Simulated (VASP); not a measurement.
# In3Se (Pm-3m) in VASP: further runs

The runs below take In3Se through single point, with PBEsol.

Everything below comes from runs of VASP 6.6.1. Logs are shortened: lines on timing, memory, paths and dates and some standing lists are left out, and cuts for length are marked.

## (1) The cell of the first run

It takes space group Pm-3m (No. 221, cubic). Conventional cell: a = 4.202 Å, b = 4.202 Å, c = 4.202 Å, α = 90.00°, β = 90.00°, γ = 90.00°. In (site symmetry 4/mmm) has 8 In at 2.97 Å and 4 Se at 2.97 Å within 3.9 Å. Within 3.9 Å of Se (site symmetry m-3m) lie 12 In at 2.97 Å.

## (2) Single point, PBEsol

Input file INCAR:

```
SYSTEM = In3Se
  PREC = Accurate
  ENCUT = 520
  EDIFF = 1E-6
  ISMEAR = -1
  SIGMA = 0.05
  LREAL = .FALSE.
  LASPH = .TRUE.
  NELM = 60
  ALGO = Normal
  ISIF = 2
  LWAVE = .FALSE.
  LCHARG = .FALSE.
  GGA = PS
  NBANDS = 30
```

Input file KPOINTS:

```
Automatic mesh
0
G
  6 6 6
  0 0 0
```

Input file POSCAR:

```
In3Se
1.0
    4.2017817441      0.0000000000      0.0000000000
    0.0000000000      4.2017817441      0.0000000000
    0.0000000000      0.0000000000      4.2017817441
In Se
3 1
Direct
    0.5000000000      0.5000000000      0.0000000000
    0.5000000000      0.0000000000      0.5000000000
    0.0000000000      0.5000000000      0.5000000000
    0.0000000000      0.0000000000      0.0000000000
```

Potentials or basis: VASP PAW PBE potentials, release 64 (In_d, Se).

On the command line:

```sh
cat potpaw_PBE.64/In_d/POTCAR potpaw_PBE.64/Se/POTCAR > POTCAR
mpirun -np 1 vasp_std > vasp.out
```

OUTCAR:

```text
SYSTEM = In3Se
   PREC = Accurate
   ENCUT = 520
   EDIFF = 1E-6
   ISMEAR = -1
   LREAL = .FALSE.
   LASPH = .TRUE.
   NELM = 60
   ISIF = 2
   GGA = PS

 ion  position               nearest neighbor table
   1  0.500  0.500  0.000-   2 2.97   3 2.97   4 2.97   2 2.97   3 2.97   2 2.97   4 2.97   2 2.97
                             3 2.97   4 2.97   3 2.97   4 2.97
   2  0.500  0.000  0.500-   1 2.97   3 2.97   4 2.97   1 2.97   4 2.97   1 2.97   3 2.97   1 2.97
                             3 2.97   4 2.97   4 2.97   3 2.97
   3  0.000  0.500  0.500-   1 2.97   2 2.97   4 2.97   1 2.97   4 2.97   2 2.97   4 2.97   4 2.97
                             1 2.97   2 2.97   1 2.97   2 2.97
   4  0.000  0.000  0.000-   1 2.97   2 2.97   3 2.97   2 2.97   3 2.97   1 2.97   3 2.97   3 2.97
                             1 2.97   2 2.97   2 2.97   1 2.97

  LATTYP: Found a simple cubic cell.
 ALAT       =     4.2017817441

  Lattice vectors:

 A1 = (   4.2017817441,   0.0000000000,   0.0000000000)
 A2 = (   0.0000000000,   4.2017817441,   0.0000000000)
 A3 = (   0.0000000000,   0.0000000000,   4.2017817441)

Analysis of symmetry for initial positions (statically):
=====================================================================
 Subroutine PRICEL returns:
 Original cell was already a primitive cell.

 Routine SETGRP: Setting up the symmetry group for a
 simple cubic supercell.

 Subroutine GETGRP returns: Found 48 space group operations
 (whereof 48 operations were pure point group operations)
 out of a pool of 48 trial point group operations.

The static configuration has the point symmetry O_h .

Analysis of symmetry for dynamics (positions and initial velocities):
=====================================================================
 Subroutine PRICEL returns:
 Original cell was already a primitive cell.

 Routine SETGRP: Setting up the symmetry group for a
 simple cubic supercell.

 Subroutine GETGRP returns: Found 48 space group operations
 (whereof 48 operations were pure point group operations)
 out of a pool of 48 trial point group operations.

The dynamic configuration has the point symmetry O_h .

 Subroutine INISYM returns: Found 48 space group operations
 (whereof 48 operations are pure point group operations),
 and found     1 'primitive' translations

----------------------------------------------------------------------------------------
[... 90 lines left out ...]
   ENCUT  =  520.0 eV  38.22 Ry    6.18 a.u.   7.81  7.81  7.81*2*pi/ulx,y,z
   NELM   =     60;   NELMIN=  2; NELMDL= -5     # of ELM steps
   EDIFF  = 0.1E-05   stopping-criterion for ELM
   LREAL  =      F    real-space projection
   EDIFFG = 0.1E-04   stopping-criterion for IOM
   NSW    =      0    number of steps for IOM
   IBRION =     -1    ionic relax: 0-MD 1-quasi-New 2-CG
   NFREE  =      0    steps in history (QN), initial steepest desc. (CG)
   ISIF   =      2    stress and relaxation
   ISYM   =      2    0-nonsym 1-usesym 2-fastsym
   POTIM  = 0.5000    time-step for ionic-motion
   TEBEG  =    0.0;   TEEND  =   0.0 temperature during run
   PSTRESS=    0.0 pullay stress
   NELECT =      45.0000    total number of electrons
   NUPDOWN=      -1.0000    fix difference up-down
   EMIN   =  10.00;   EMAX   =-10.00  energy-range for DOS
   EFERMI =   0.00;   METHOD = LEGACY
   ISMEAR =    -1;   SIGMA  =   0.05  broadening in eV -4-tet -1-fermi 0-gaus
   EFERMI_NEDOS =   21; number of points for ismear=-14 and -15
   IALGO  =     38    algorithm
   IMIX   =      4    mixing-type and parameters
     AMIX     =   0.40;   BMIX     =  1.00
     AMIX_MAG =   1.60;   BMIX_MAG =  1.00
  volume/ion in A,a.u.               =      18.55       125.15
  Fermi-wavevector in a.u.,A,eV,Ry     =   1.385837  2.618852 26.130593  1.920544
  Thomas-Fermi vector in A             =   2.510210
   LORBIT       =      0    0 simple, 1 ext, 2 COOP (PROOUT), +10 PAW based schemes
   GGA     = PS    functional components
   LHFCALC =     F    Hartree Fock is set to
   AEXX    =    0.0000 exact exchange contribution
   IVDW    =     0    specifies the selected vdW correction
   LEPSILON=     F    determine dielectric tensor
   LRPA    =     F    only Hartree local field effects (RPA)
 non-spin polarized calculation
  energy-cutoff  :      520.00
  volume of cell :       74.18
 maximum number of plane-waves:      2016
 NGX is ok and might be reduce to    32
   NGX = 15   NGY = 15   NGZ = 15

 number of electron      45.0000037 magnetization

 Free energy of the ion-electron system (eV)
  ---------------------------------------------------
  ext. energy  EPLUGINS =         0.00000000
  ---------------------------------------------------
  free energy    TOTEN  =       -11.31454123 eV

  energy without entropy =      -11.29521719  energy(sigma->0) =      -11.30487921

 E-fermi :  10.9394     XC(G=0): -11.8735

 val. band max:       10.8948408581   @ k =   0.5000   0.5000   0.0000
 cond. band min:      10.9446616116   @ k =   0.1667   0.1667   0.0000
 fundamental gap:      0.0498207535
 Fermi energy:        10.9393540005

 k-point     1 :       0.0000    0.0000    0.0000
  band No.  band energies     occupation
      1      -5.0798      2.00000
      2      -4.6547      2.00000
      3      -4.6547      2.00000
      4      -4.6547      2.00000
      5      -4.3796      2.00000
      6      -4.3796      2.00000
[... 649 lines left out ...]
     29      22.0612      0.00000
     30      22.1998      0.00000

------------------------ aborting loop because EDIFF is reached ----------------------------------------

  FORCE on cell =-STRESS in cart. coord.  units (eV):
  Direction    XX          YY          ZZ          XY          YZ          ZX
  --------------------------------------------------------------------------------------
  -------------------------------------------------------------------------------------
  Total       13.9341414     13.9341414     13.9341414     -0.0000000     -0.0000000     -0.0000000
  in kB      300.9472128    300.9472128    300.9472128     -0.0000000     -0.0000000     -0.0000000
  external PRESSURE =     300.9472128 kB  Pullay stress =       0.0000000 kB

 VOLUME and BASIS-vectors are now :
 -----------------------------------------------------------------------------
  energy-cutoff  :      520.00
  volume of cell :       74.18
      direct lattice vectors                 reciprocal lattice vectors
     4.201781744  0.000000000  0.000000000     0.237994275  0.000000000  0.000000000
     0.000000000  4.201781744  0.000000000     0.000000000  0.237994275  0.000000000
     0.000000000  0.000000000  4.201781744     0.000000000  0.000000000  0.237994275

 POSITION                                       TOTAL-FORCE (eV/Angst)
 -----------------------------------------------------------------------------------
      2.10089      2.10089      0.00000         0.000000      0.000000      0.000000
      2.10089      0.00000      2.10089         0.000000      0.000000      0.000000
      0.00000      2.10089      2.10089         0.000000      0.000000      0.000000
      0.00000      0.00000      0.00000         0.000000      0.000000      0.000000
 -----------------------------------------------------------------------------------
    total drift:                                0.000000     -0.000000     -0.000000

  FREE ENERGIE OF THE ION-ELECTRON SYSTEM (eV)
  ---------------------------------------------------
  free  energy   TOTEN  =       -11.3145412260 eV

  energy  without entropy=      -11.2952171894  energy(sigma->0) =      -11.30487921
```

Run time: 25 s. Hardware: 1 thread of Intel Xeon Platinum 8488C (Sapphire Rapids), shared host; peak memory 0.19 GiB.

What came out:

* Free energy: -11.3145 eV
* Pressure: 30.1 GPa
* Band gap on the k mesh: zero (an odd number of electrons rules out a gap without spin polarisation)

Levels at points of the mesh, in eV from the Fermi level:
| k point | band 21 | band 22 | band 23 | band 24 | band 25 | band 26 |
| --- | --- | --- | --- | --- | --- | --- |
| (0.00, 0.00, 0.00) | -1.76 | -1.76 | 1.29 | 1.29 | 1.29 | 5.05 |
| (0.50, 0.00, 0.00) | -1.42 | -0.91 | -0.91 | -0.32 | 0.55 | 5.07 |
| (0.50, 0.50, 0.00) | -1.56 | -0.04 | -0.04 | 1.47 | 1.47 | 2.27 |
| (0.50, 0.50, 0.50) | -4.80 | -4.80 | -4.80 | 4.47 | 4.47 | 4.47 |

Caveat: the cell stands under pressure; the PAW data sets were made with another functional, which shifts forces and pressure a little; spin-orbit coupling is left out, which moves the levels of the heavy elements.

## (3) Single point, PBEsol

This run uses another cell than the first one, of 19.86 Å³/atom.

Input file INCAR:

```
SYSTEM = In3Se
ALGO     = Normal         ! electronic algorithm
EDIFF    = 1E-7           ! SCF threshold, eV
ENCUT    = 520            ! plane-wave cutoff, eV
GGA      = PS             ! functional
ISIF     = 2              ! what is computed and relaxed
ISMEAR   = -1             ! smearing method
LASPH    = .TRUE.         ! aspherical terms in the spheres
LCHARG   = .TRUE.         ! write CHGCAR
LELF     = .TRUE.         ! ELF
LREAL    = .FALSE.        ! projectors in reciprocal space
LVHAR    = .TRUE.       
LWAVE    = .FALSE.        ! write WAVECAR
NBANDS   = 30             ! bands
NELM     = 100            ! most SCF steps
PREC     = Accurate       ! precision mode
SIGMA    = 0.05           ! smearing width, eV
```

Input file KPOINTS:

```
k-points
0
G
  6 6 6
  0 0 0
```

Input file POSCAR:

```
In3Se
1.0
    4.2990499251      0.0000000000      0.0000000000
    0.0000000000      4.2990499251      0.0000000000
    0.0000000000      0.0000000000      4.2990499251
In Se
3 1
Direct
    0.5000000000      0.5000000000      0.0000000000
    0.5000000000      0.0000000000      0.5000000000
    0.0000000000      0.5000000000      0.5000000000
    0.0000000000      0.0000000000      0.0000000000
```

Potentials or basis: VASP PAW PBE potentials, release 64 (In_d, Se).

On the command line:

```sh
cat potpaw_PBE.64/In_d/POTCAR potpaw_PBE.64/Se/POTCAR > POTCAR
mpirun -np 1 vasp_std > vasp.out
```

It took 28 s on 1 thread of Intel Xeon Platinum 8488C (Sapphire Rapids), shared host; peak memory 0.18 GiB.

The run converged. Its results:

```yaml
Free_energy: -12.1330 eV
Pressure: 20.0 GPa
Band_gap_on_the_k_mesh: zero (an odd number of electrons rules out a gap without spin polarisation)
```

Levels at points of the mesh, in eV from the Fermi level:
```csv
k point,band 19,band 20,band 21,band 22,band 23,band 24,band 25,band 26,band 27,band 28
"(0.00, 0.00, 0.00)",-4.92,-4.92,-1.81,-1.81,1.28,1.28,1.28,4.91,4.91,4.91
"(0.50, 0.00, 0.00)",-3.59,-3.59,-1.34,-0.74,-0.74,-0.56,0.73,4.82,4.82,5.36
"(0.50, 0.50, 0.00)",-7.21,-2.77,-1.42,-0.18,-0.18,1.54,1.54,2.14,2.22,6.25
"(0.50, 0.50, 0.50)",-6.25,-4.74,-4.70,-4.70,-4.70,4.19,4.19,4.19,10.45,10.47
```

Caveat: the cell stands under pressure; the PAW data sets were made with another functional, which shifts forces and pressure a little; spin-orbit coupling is left out, which moves the levels of the heavy elements.

(Part 1 of 2 ends here.)

The gap in the log of VASP goes by the Fermi energy; the results here count the filled bands.